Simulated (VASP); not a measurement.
# K2Os (Fm-3m) in VASP: further runs

Runs on K2Os. Level: PBE. Tasks: single point, relaxation of cell and atoms.

All numbers are computed with VASP 6.6.1; they aren't measurements. Logs are shortened: lines on timing, memory, paths and dates and some standing lists are left out, and cuts for length are marked.

## (1) The cell of the first run

Symmetry: Fm-3m, No. 225, cubic system. Conventional cell: a = 7.332 Å, b = 7.332 Å, c = 7.332 Å, α = 90.00°, β = 90.00°, γ = 90.00°. Within 4.2 Å of K (site symmetry -43m) lie 4 Os at 3.17 Å and 6 K at 3.67 Å. Os (site symmetry m-3m) has 8 K at 3.17 Å within 4.2 Å.

The cell was built from a structure type or drawn by symmetry, and may not be a known phase.

## (2) Single point, PBE

INCAR

```
  PREC = Accurate
  ENCUT = 520
  EDIFF = 1E-7
  ISMEAR = 0
  SIGMA = 0.1
  LREAL = False
  LASPH = True
  NELM = 80
  ALGO = Normal
  ISIF = 2
  LWAVE = False
  LCHARG = False
  GGA = PE
  NBANDS = 20
```

KPOINTS

```
regular mesh
0
Gamma
  4 4 4
```

POSCAR

```
K2Os
1.0
    0.0000000000      3.6661239700      3.6661239700
    3.6661239700      0.0000000000      3.6661239700
    3.6661239700      3.6661239700      0.0000000000
K Os
2 1
Direct
    0.2500000000      0.2500000000      0.2500000000
    0.7500000000      0.7500000000      0.7500000000
    0.0000000000      0.0000000000      0.0000000000
```

Potentials or basis: VASP PAW PBE potentials, release 64 (K_sv, Os).

Command:

```console
> cat potpaw_PBE.64/K_sv/POTCAR potpaw_PBE.64/Os/POTCAR > POTCAR
> mpirun -np 1 vasp_std > vasp.out
```

OUTCAR:

```text
PREC = Accurate
   ENCUT = 520
   EDIFF = 1E-7
   ISMEAR = 0
   LREAL = False
   LASPH = True
   NELM = 80
   ISIF = 2
   GGA = PE

 ion  position               nearest neighbor table
   1  0.250  0.250  0.250-   3 3.17   3 3.17   3 3.17   3 3.17   2 3.67   2 3.67   2 3.67   2 3.67
                             2 3.67   2 3.67
   2  0.750  0.750  0.750-   3 3.17   3 3.17   3 3.17   3 3.17   1 3.67   1 3.67   1 3.67   1 3.67
                             1 3.67   1 3.67
   3  0.000  0.000  0.000-   2 3.17   2 3.17   2 3.17   1 3.17   1 3.17   1 3.17   2 3.17   1 3.17

  LATTYP: Found a face centered cubic cell.
 ALAT       =     7.3322479400

  Lattice vectors:

 A1 = (   0.0000000000,   3.6661239700,   3.6661239700)
 A2 = (   3.6661239700,   0.0000000000,   3.6661239700)
 A3 = (   3.6661239700,   3.6661239700,   0.0000000000)

Analysis of symmetry for initial positions (statically):
=====================================================================
 Subroutine PRICEL returns:
 Original cell was already a primitive cell.

 Routine SETGRP: Setting up the symmetry group for a
 face centered cubic supercell.

 Subroutine GETGRP returns: Found 48 space group operations
 (whereof 48 operations were pure point group operations)
 out of a pool of 48 trial point group operations.

The static configuration has the point symmetry O_h .

Analysis of symmetry for dynamics (positions and initial velocities):
=====================================================================
 Subroutine PRICEL returns:
 Original cell was already a primitive cell.

 Routine SETGRP: Setting up the symmetry group for a
 face centered cubic supercell.

 Subroutine GETGRP returns: Found 48 space group operations
 (whereof 48 operations were pure point group operations)
 out of a pool of 48 trial point group operations.

The dynamic configuration has the point symmetry O_h .

 Subroutine INISYM returns: Found 48 space group operations
 (whereof 48 operations are pure point group operations),
 and found     1 'primitive' translations

----------------------------------------------------------------------------------------

                                     Primitive cell

  volume of cell :      98.5488

  direct lattice vectors                    reciprocal lattice vectors
     0.000000000  3.666123970  3.666123970    -0.136383822  0.136383822  0.136383822
     3.666123970  0.000000000  3.666123970     0.136383822 -0.136383822  0.136383822
     3.666123970  3.666123970  0.000000000     0.136383822  0.136383822 -0.136383822

  length of vectors
     5.184682240  5.184682240  5.184682240     0.236223710  0.236223710  0.236223710

  position of ions in fractional coordinates (direct lattice)
     0.250000000  0.250000000  0.250000000
     0.750000000  0.750000000  0.750000000
     0.000000000  0.000000000  0.000000000

  ion indices of the primitive-cell ions
   primitive index   ion index
                 1           1
                 2           2
                 3           3

----------------------------------------------------------------------------------------

 KPOINTS: regular mesh

Automatic generation of k-mesh.
 Grid dimensions read from file:
 generate k-points for:    4    4    4

 Generating k-lattice:

  Cartesian coordinates                     Fractional coordinates (reciprocal lattice)
    -0.034095956  0.034095956  0.034095956     0.250000000  0.000000000  0.000000000
     0.034095956 -0.034095956  0.034095956     0.000000000  0.250000000  0.000000000
     0.034095956  0.034095956 -0.034095956     0.000000000  0.000000000  0.250000000

  Length of vectors
     0.059055927  0.059055927  0.059055927

  Shift w.r.t. Gamma in fractional coordinates (k-lattice)
     0.000000000  0.000000000  0.000000000

 Subroutine IBZKPT returns following result:
 ===========================================

 Found      8 irreducible k-points:

 Following reciprocal coordinates:
            Coordinates               Weight
  0.000000  0.000000  0.000000      1.000000
  0.250000  0.000000  0.000000      8.000000
  0.500000  0.000000  0.000000      4.000000
  0.250000  0.250000  0.000000      6.000000
  0.500000  0.250000  0.000000     24.000000
 -0.250000  0.250000  0.000000     12.000000
  0.500000  0.500000  0.000000      3.000000
 -0.250000  0.500000  0.250000      6.000000
   k-points           NKPTS =      8   k-points in BZ     NKDIM =      8   number of bands    NBANDS=     20
   number of dos      NEDOS =    301   number of ions     NIONS =      3
   total plane-waves  NPLWV =  64000
   dimension x,y,z NGX =    40 NGY =   40 NGZ =   40
   dimension x,y,z NGXF=    80 NGYF=   80 NGZF=   80
   ions per type =               2   1
   NGX,Y,Z   is equivalent  to a cutoff of  12.83, 12.83, 12.83 a.u.
   NGXF,Y,Z  is equivalent  to a cutoff of  25.65, 25.65, 25.65 a.u.
 SYSTEM =  unknown system
   PREC   = accura    normal or accurate (medium, high low for compatibility)
   ISTART =      0    job   : 0-new  1-cont  2-samecut
   ICHARG =      2    charge: 1-file 2-atom 10-const
   ISPIN  =      1    spin polarized calculation?
   LNONCOLLINEAR =      F non collinear calculations
   LSORBIT =      F    spin-orbit coupling
   LASPH  =      T    aspherical Exc in radial PAW
   ENCUT  =  520.0 eV  38.22 Ry    6.18 a.u.   9.64  9.64  9.64*2*pi/ulx,y,z
   NELM   =     80;   NELMIN=  2; NELMDL= -5     # of ELM steps
   EDIFF  = 0.1E-06   stopping-criterion for ELM
   LREAL  =      F    real-space projection
   EDIFFG = 0.1E-05   stopping-criterion for IOM
   NSW    =      0    number of steps for IOM
   IBRION =     -1    ionic relax: 0-MD 1-quasi-New 2-CG
   NFREE  =      0    steps in history (QN), initial steepest desc. (CG)
   ISIF   =      2    stress and relaxation
   ISYM   =      2    0-nonsym 1-usesym 2-fastsym
   POTIM  = 0.5000    time-step for ionic-motion
   TEBEG  =    0.0;   TEEND  =   0.0 temperature during run
   PSTRESS=    0.0 pullay stress
   NELECT =      26.0000    total number of electrons
   NUPDOWN=      -1.0000    fix difference up-down
   EMIN   =  10.00;   EMAX   =-10.00  energy-range for DOS
   EFERMI =   0.00;   METHOD = LEGACY
   ISMEAR =     0;   SIGMA  =   0.10  broadening in eV -4-tet -1-fermi 0-gaus
   EFERMI_NEDOS =   21; number of points for ismear=-14 and -15
   IALGO  =     38    algorithm
   IMIX   =      4    mixing-type and parameters
     AMIX     =   0.40;   BMIX     =  1.00
     AMIX_MAG =   1.60;   BMIX_MAG =  1.00
  volume/ion in A,a.u.               =      32.85       221.68
  Fermi-wavevector in a.u.,A,eV,Ry     =   1.049983  1.984180 14.999928  1.102464
  Thomas-Fermi vector in A             =   2.184967
   LORBIT       =      0    0 simple, 1 ext, 2 COOP (PROOUT), +10 PAW based schemes
   GGA     = PE    functional components
   LHFCALC =     F    Hartree Fock is set to
   AEXX    =    0.0000 exact exchange contribution
   IVDW    =     0    specifies the selected vdW correction
   LEPSILON=     F    determine dielectric tensor
   LRPA    =     F    only Hartree local field effects (RPA)
 non-spin polarized calculation
 Gauss-broadening in eV      SIGMA  =   0.10
  energy-cutoff  :      520.00
  volume of cell :       98.55
 maximum number of plane-waves:      2685
 NGX is ok and might be reduce to    40
   NGX = 19   NGY = 19   NGZ = 19

 number of electron      25.9999999 magnetization

 Free energy of the ion-electron system (eV)
  ---------------------------------------------------
  ext. energy  EPLUGINS =         0.00000000
  ---------------------------------------------------
  free energy    TOTEN  =        -7.14095154 eV

  energy without entropy =       -7.02177370  energy(sigma->0) =       -7.08136262

 E-fermi :   0.8095     XC(G=0):  -8.1607

 val. band max:        0.8014081404   @ k =  -0.2500   0.5000   0.2500
 cond. band min:       0.8140053808   @ k =   0.5000   0.2500   0.0000
 fundamental gap:      0.0125972404
 Fermi energy:         0.8095407560

 k-point     1 :       0.0000    0.0000    0.0000
  band No.  band energies     occupation
      1     -29.2528      2.00000
      2     -29.1555      2.00000
      3     -12.9179      2.00000
      4     -12.9179      2.00000
      5     -12.9179      2.00000
      6     -12.6183      2.00000
[... 12 lines left out ...]
     19       6.6569      0.00000
     20       6.6569      0.00000

 k-point     2 :       0.2500    0.0000    0.0000
  band No.  band energies     occupation
      1     -29.2377      2.00000
      2     -29.1693      2.00000
      3     -12.8818      2.00000
      4     -12.8769      2.00000
      5     -12.8769      2.00000
      6     -12.6912      2.00000
[... 12 lines left out ...]
     19       6.6373      0.00000
     20       7.7067      0.00000

 k-point     3 :       0.5000    0.0000    0.0000
  band No.  band energies     occupation
      1     -29.2035      2.00000
      2     -29.2023      2.00000
      3     -12.8191      2.00000
      4     -12.7888      2.00000
      5     -12.7803      2.00000
      6     -12.7803      2.00000
[... 12 lines left out ...]
     19       6.9197      0.00000
     20       6.9197      0.00000

 k-point     4 :       0.2500    0.2500    0.0000
  band No.  band energies     occupation
      1     -29.2353      2.00000
      2     -29.1712      2.00000
      3     -12.9382      2.00000
      4     -12.9382      2.00000
      5     -12.8442      2.00000
      6     -12.7356      2.00000
[... 12 lines left out ...]
     19       6.3799      0.00000
     20       7.8457      0.00000

 k-point     5 :       0.5000    0.2500    0.0000
  band No.  band energies     occupation
      1     -29.2137      2.00000
      2     -29.1914      2.00000
      3     -12.9736      2.00000
      4     -12.9183      2.00000
      5     -12.9047      2.00000
      6     -12.6471      2.00000
[... 12 lines left out ...]
     19       6.5080      0.00000
     20       7.2250      0.00000

 k-point     6 :      -0.2500    0.2500    0.0000
  band No.  band energies     occupation
      1     -29.2188      2.00000
      2     -29.1868      2.00000
      3     -12.9738      2.00000
      4     -12.8297      2.00000
      5     -12.7922      2.00000
      6     -12.7576      2.00000
[... 12 lines left out ...]
     19       6.8086      0.00000
     20       7.1302      0.00000

 k-point     7 :       0.5000    0.5000    0.0000
  band No.  band energies     occupation
      1     -29.2176      2.00000
      2     -29.1868      2.00000
      3     -13.0572      2.00000
      4     -12.9582      2.00000
      5     -12.9582      2.00000
      6     -12.5898      2.00000
[... 12 lines left out ...]
     19       6.0745      0.00000
     20       6.7871      0.00000

 k-point     8 :      -0.2500    0.5000    0.2500
  band No.  band energies     occupation
      1     -29.2023      2.00000
      2     -29.2023      2.00000
      3     -13.0238      2.00000
      4     -12.9924      2.00000
      5     -12.7780      2.00000
      6     -12.7780      2.00000
[... 12 lines left out ...]
     19       6.6811      0.00000
     20       6.6811      0.00000

------------------------ aborting loop because EDIFF is reached ----------------------------------------

  FORCE on cell =-STRESS in cart. coord.  units (eV):
  Direction    XX          YY          ZZ          XY          YZ          ZX
  --------------------------------------------------------------------------------------
  -------------------------------------------------------------------------------------
  Total        2.6292396      2.6292396      2.6292396      0.0000000      0.0000000      0.0000000
  in kB       42.7453930     42.7453930     42.7453930      0.0000000      0.0000000      0.0000000
  external PRESSURE =      42.7453930 kB  Pullay stress =       0.0000000 kB

 VOLUME and BASIS-vectors are now :
 -----------------------------------------------------------------------------
  energy-cutoff  :      520.00
  volume of cell :       98.55
      direct lattice vectors                 reciprocal lattice vectors
     0.000000000  3.666123970  3.666123970    -0.136383822  0.136383822  0.136383822
     3.666123970  0.000000000  3.666123970     0.136383822 -0.136383822  0.136383822
     3.666123970  3.666123970  0.000000000     0.136383822  0.136383822 -0.136383822

 POSITION                                       TOTAL-FORCE (eV/Angst)
 -----------------------------------------------------------------------------------
      1.83306      1.83306      1.83306         0.000000      0.000000      0.000000
      5.49919      5.49919      5.49919        -0.000000     -0.000000     -0.000000
      0.00000      0.00000      0.00000         0.000000     -0.000000      0.000000
 -----------------------------------------------------------------------------------
    total drift:                               -0.000000     -0.000000      0.000000

  FREE ENERGIE OF THE ION-ELECTRON SYSTEM (eV)
  ---------------------------------------------------
  free  energy   TOTEN  =        -7.1409515380 eV

  energy  without entropy=       -7.0217736979  energy(sigma->0) =       -7.08136262
```

It took 21 s on 1 thread of Intel Xeon Platinum 8259CL at 2.50GHz (Skylake/Cascade Lake), shared host; peak memory 0.24 GiB.

What came out:

```
Free energy            : -7.1410 eV
Pressure               : 4.3 GPa
Band gap on the k mesh : zero (bands 13 and 14 overlap by 0.04 eV)
```

Caveat: the k points lie up to 0.37 Å⁻¹ apart; spin-orbit coupling is left out, which moves the levels of the heavy elements.

## (3) Single point, PBE

This run uses another cell than the first one, of 40.05 Å³/atom.

INCAR

```
SYSTEM = K2Os
PREC = Accurate
ENCUT = 520
EDIFF = 1E-6
ISMEAR = 0
SIGMA = 0.1
LREAL = .False.
LASPH = .True.
NELM = 60
ALGO = Normal
ISIF = 2
LWAVE = .False.
LCHARG = .False.
GGA = PE
NBANDS = 20
```

KPOINTS

```
Automatic mesh
0
Gamma
  4 4 4
  0 0 0
```

POSCAR

```
K2Os
1.0
    0.0000000000      3.9165194069      3.9165194069
    3.9165194069      0.0000000000      3.9165194069
    3.9165194069      3.9165194069      0.0000000000
K Os
2 1
Direct
    0.2500000000      0.2500000000      0.2500000000
    0.7500000000      0.7500000000      0.7500000000
    0.0000000000      0.0000000000      0.0000000000
```

Potentials or basis: VASP PAW PBE potentials, release 64 (K_sv, Os).

Command:

```console
> cat potpaw_PBE.64/K_sv/POTCAR potpaw_PBE.64/Os/POTCAR > POTCAR
> mpirun -np 1 vasp_std > vasp.out
```

Run time: 23 s. Hardware: 1 thread of Intel Xeon Platinum 8259CL at 2.50GHz (Skylake/Cascade Lake), shared host; peak memory 0.25 GiB.

It converged, with:

* Free energy: -7.4200 eV
* Pressure: 0.4 GPa
* Band gap on the k mesh: zero (bands 13 and 14 overlap by 0.05 eV)

Levels at points of the mesh, in eV from the Fermi level:
```
           k point  band 12  band 13  band 14  band 15  band 16  band 17
(0.00, 0.00, 0.00)    -0.03    -0.03    -0.03     2.75     2.75     2.75
(0.50, 0.00, 0.00)    -0.12     0.00     0.00     0.54     3.23     3.23
(0.50, 0.50, 0.00)     0.02     0.02     0.10     0.75     3.09     3.09
```

Caveat: spin-orbit coupling is left out, which moves the levels of the heavy elements.

## (4) Relaxation of cell and atoms, PBE

INCAR

```
ALGO = Normal
EDIFF = 1E-7
EDIFFG = -0.04
ENCUT = 600
GGA = PE
IBRION = 2
ISIF = 3
ISMEAR = 0
LASPH = T
LCHARG = F
LREAL = F
LWAVE = F
NELM = 60
NSW = 90
PREC = Accurate
SIGMA = 0.1
```

KPOINTS

```
k-points
0
Gamma
  4 4 4
```

POSCAR

```
K2Os
1.0
    0.0000000000      3.6661239700      3.6661239700
    3.6661239700      0.0000000000      3.6661239700
    3.6661239700      3.6661239700      0.0000000000
K Os
2 1
Direct
    0.2500000000      0.2500000000      0.2500000000
    0.7500000000      0.7500000000      0.7500000000
    0.0000000000      0.0000000000      0.0000000000
```

Command:

```console
> cat potpaw_PBE.64/K_sv/POTCAR potpaw_PBE.64/Os/POTCAR > POTCAR
> mpirun -np 1 vasp_std > vasp.out
```

Wall time 81 s (1 thread of Intel Xeon Platinum 8259CL at 2.50GHz (Skylake/Cascade Lake), shared host); peak memory 0.27 GiB.

Results (log left out):

| Item | Value |
| --- | --- |
| Free energy | -7.4215 eV |
| Relaxed volume | 41.14 Å³/atom |
| Relaxed cell | a = 5.589 Å, b = 5.589 Å, c = 5.589 Å, α = 60.00°, β = 60.00°, γ = 60.00° |
| Space group after relaxing (to 0.1 Å) | Fm-3m (No. 225) |
| Energy gained by relaxing | 93.5 meV/atom |
| Ionic steps | 4 |
| Pressure after relaxing | 0.0 GPa |
| Band gap on the k mesh | zero (bands 13 and 14 overlap by 0.06 eV) |

The path:
| step | energy change (eV) | largest force (eV/Å) | pressure (GPa) | volume (Å³) |
| --- | --- | --- | --- | --- |
| 1 | 0.0000 | 0.0000 | 4.30 | 98.55 |
| 2 | -0.2278 | 0.0000 | 1.52 | 111.66 |
| 3 | -0.2781 | 0.0000 | 0.28 | 121.02 |
| 4 | -0.2804 | 0.0000 | 0.03 | 123.43 |

Final structure:
```cif
data_structure
_symmetry_space_group_name_H-M 'P 1'
_symmetry_Int_Tables_number 1
_cell_length_a 5.5887
_cell_length_b 5.5887
_cell_length_c 5.5887
_cell_angle_alpha 60.000
_cell_angle_beta 60.000
_cell_angle_gamma 60.000
_cell_volume 123.43
loop_
_atom_site_label
_atom_site_type_symbol
_atom_site_fract_x
_atom_site_fract_y
_atom_site_fract_z
_atom_site_occupancy
K1 K 0.25000 0.25000 0.25000 1
K2 K 0.75000 0.75000 0.75000 1
Os1 Os 0.00000 0.00000 0.00000 1
```

Levels at points of the mesh, in eV from the Fermi level:
```csv
k point,band 11,band 12,band 13,band 14,band 15,band 16,band 17
"(0.00, 0.00, 0.00)",-0.14,-0.04,-0.04,-0.04,2.72,2.72,2.72
"(0.50, 0.00, 0.00)",-0.12,-0.12,0.00,0.00,0.51,3.17,3.17
"(0.50, 0.50, 0.00)",-0.36,0.02,0.02,0.10,0.72,3.00,3.00
```

Caveat: the k points lie up to 0.34 Å⁻¹ apart in the final cell; the volume moved by over 15 % at a fixed basis, so the end points are rough; spin-orbit coupling is left out, which moves the levels of the heavy elements.

## (5) Overview

| task | cell | cutoff (eV) | gap on the mesh (eV) | pressure (GPa) |
| --- | --- | --- | --- | --- |
| single point | a = 5.185 Å, angles 60.0°, 3 atoms | 520 | none | 4.3 |
| single point | a = 5.539 Å, angles 60.0°, 3 atoms | 520 | none | 0.4 |
| relaxation of cell and atoms | relaxed from a = 5.185 Å, angles 60.0°, 3 atoms | 600 | none | 0.0 |

Alike in all rows: level PBE; potentials or basis VASP PAW PBE potentials, release 64 (K_sv, Os); no spin polarisation; k mesh 4 × 4 × 4; smearing gaussian 0.1 eV.

Caveats: some runs use coarse meshes; spin-orbit coupling is left out, which moves the levels of the heavy elements; the volume moved by over 15 % at a fixed basis, so the end points are rough (at least some runs).

Total energies depend on the potentials used, so only differences within one code and one set of settings carry meaning.
